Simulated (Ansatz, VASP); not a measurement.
## One calculation of Ti3Al2, two programs

```xyz
5
Lattice="4.6793 0.0000 0.0000 0.0000 4.6793 0.0000 0.0000 0.0000 4.6793" Properties=species:S:1:pos:R:3 pbc="T T T"
Ti    2.3397    0.0000    0.0000
Ti    0.0000    2.3397    0.0000
Ti    0.0000    0.0000    2.3397
Al    2.3397    2.3397    2.3397
Al    0.0000    0.0000    0.0000
```

Alike in both runs: functional PBE; k mesh 8 × 8 × 8; occupations gaussian, width 0.1 eV; no spin polarisation.

Ansatz relaxed the structure, and its values are those at the end. VASP's run is a single point on that final structure, the one shown.

```csv
,VASP,Ansatz
version,VASP 6.6.1,Ansatz 0.2.0
potentials or method,"VASP PAW PBE potentials, release 64 (Ti_sv, Al), cutoff 520 eV","scalar-relativistic, plane waves, PAW"
valence electrons in the cell,42,42
```

|  | VASP | Ansatz | Ansatz less VASP |
| --- | --- | --- | --- |
| gap on the k mesh at the Fermi level (eV) | none | none | - |
| pressure (GPa) | 0.0 | 0.0 | 0.00 |

A gap of «none» marks a metal or a gap that the smearing closes.
